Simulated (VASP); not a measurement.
GaIr, 2 atoms in the cell. It takes space group Pm-3m (No. 221, cubic). Conventional cell: a = 2.985 Å, b = 2.985 Å, c = 2.985 Å, α = 90.00°, β = 90.00°, γ = 90.00°. Ga (site symmetry m-3m) has 8 Ir at 2.59 Å and 6 Ga at 2.99 Å within 3.4 Å. Ir (site symmetry m-3m) has 8 Ga at 2.59 Å and 6 Ir at 2.99 Å within 3.4 Å. 

```yaml
Program: VASP 6.6.1
Task: relaxation of the atoms
Functional: r2SCAN
Potentials_or_basis: VASP PAW PBE potentials, release 64 (Ga_d, Ir)
Cutoff: 520 eV
k_mesh: 11 × 11 × 11
Occupations: fermi-dirac, width 0.1 eV
Spin: no spin polarisation
Dipole_correction: no
Further_INCAR_settings: ALGO = Normal; EDIFF = 1e-06; IBRION = 2; EDIFFG = -0.01; NSW = 50
```

Potentials or basis: VASP PAW PBE potentials, release 64 (Ga_d, Ir).

Launch:

```sh
$ cat potpaw_PBE.64/Ga_d/POTCAR potpaw_PBE.64/Ir/POTCAR > POTCAR
$ cp INCAR.step1 INCAR
$ mpirun -np 1 vasp_std > vasp.out
$ cp INCAR.step2 INCAR
$ mpirun -np 1 vasp_std > vasp.out
```

Hardware: 1 thread of Intel(R) Xeon(R) Platinum 8488C (Sapphire Rapids) (shared host).

Q: How long does it take, and how much memory?

A: Wall time 31 s on 1 thread of Intel(R) Xeon(R) Platinum 8488C (Sapphire Rapids), on a shared host, peak memory 0.16 GiB. Counts: k points 56, ion steps 1.
